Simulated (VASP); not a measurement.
TlSi:

```
Tl Si
1.0
     3.53017    0.00000    0.00000
     0.00000    3.53017    0.00000
     0.00000    0.00000    3.53017
Tl Si
1 1
Direct
  0.00000 0.00000 0.00000
  0.50000 0.50000 0.50000
```

Base run:

- Program: VASP 6.6.1
- Functional: PBE
- Potentials or basis: VASP PAW PBE potentials, release 64 (Tl_d, Si)
- Cutoff: 500 eV
- k mesh: 5 × 5 × 5
- Occupations: fermi-dirac, width 0.1 eV
- Spin: no spin polarisation

Its results: pressure 2.8 GPa.

Question: The run is repeated on the same cell with these changes: functional from PBE to PBEsol. What comes out?

Answer: Pressure -0.5 GPa.

PBEsol binds more tightly than PBE, so the same cell stands under less pressure.

Caveats: the PAW data sets were made with another functional, which shifts forces and pressure a little (some runs).
